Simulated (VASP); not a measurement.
The system is Si5C.

```
Si C
1.0
     3.10618    0.00000    0.00000
    -1.55309    2.69003    0.00000
     0.00000    0.00000   13.85313
Si C
5 1
Direct
  0.33333 0.66667 0.58480
  0.33333 0.66667 0.00000
  0.33333 0.66667 0.41520
  0.66667 0.33333 0.70251
  0.66667 0.33333 0.29749
  0.66667 0.33333 0.00000
```

```yaml
Program: VASP 6.6.1
Task: relaxation of cell and atoms
Functional: PBE
Potentials_or_basis: VASP PAW PBE potentials, release 64 (Si, C)
Cutoff: 600 eV
k_mesh: 12 × 12 × 4
Occupations: gaussian, width 0.1 eV
Spin: no spin polarisation
```

At the start: pressure 0.4 GPa; volume 19.29 Å³/atom.

Problem. Where does the relaxation end?

Solution. Over 29 steps the energy falls by 8.6 meV/atom and the volume is 20.22 Å³/atom (+4.8 %); space group P-6m2 (No. 187, to 0.1 Å) before and after.

The path:
```tsv
step	energy change (eV)	largest force (eV/Å)	pressure (GPa)	volume (Å³)
1	0.0000	0.3563	0.45	115.75
2	-0.0426	0.1998	-0.07	116.64
3	-0.0457	0.1483	-0.21	116.87
4	-0.0460	0.1258	-0.27	116.96
5	-0.0461	0.1395	0.36	116.43
6	-0.0471	0.0151	0.06	116.69
7	-0.0472	0.0225	0.03	116.78
8	-0.0474	0.0352	0.00	116.95
9	-0.0475	0.0381	0.00	117.00
10	-0.0478	0.0466	-0.01	117.16
11	-0.0483	0.0637	-0.02	117.48
12	-0.0484	0.1534	-0.02	118.11
13	-0.0485	0.1175	-0.03	117.89
14	-0.0485	0.1163	-0.02	117.91
15	-0.0487	0.1130	0.00	117.99
16	-0.0490	0.1062	0.03	118.15
17	-0.0496	0.0924	0.09	118.46
18	-0.0503	0.0640	0.23	119.08
19	-0.0501	0.0803	0.50	120.31
20	-0.0505	0.0378	0.35	119.62
21	-0.0511	0.0241	0.19	120.26
22	-0.0513	0.0220	-0.04	121.25
23	-0.0514	0.0201	-0.04	121.19
24	-0.0513	0.0219	0.07	120.72
25	-0.0514	0.0210	0.01	121.01
26	-0.0514	0.0207	0.00	121.07
27	-0.0514	0.0205	-0.02	121.14
28	-0.0514	0.0095	-0.04	121.25
29	-0.0515	0.0075	-0.06	121.33
```

Final structure:
```
Si C
1.0
     3.14792    0.00000    0.00000
    -1.57396    2.72617    0.00000
     0.00000    0.00000   14.13825
Si C
5 1
Direct
  0.33333 0.66667 0.58273
  0.33333 0.66667 0.00000
  0.33333 0.66667 0.41727
  0.66667 0.33333 0.69297
  0.66667 0.33333 0.30703
  0.66667 0.33333 0.00000
```
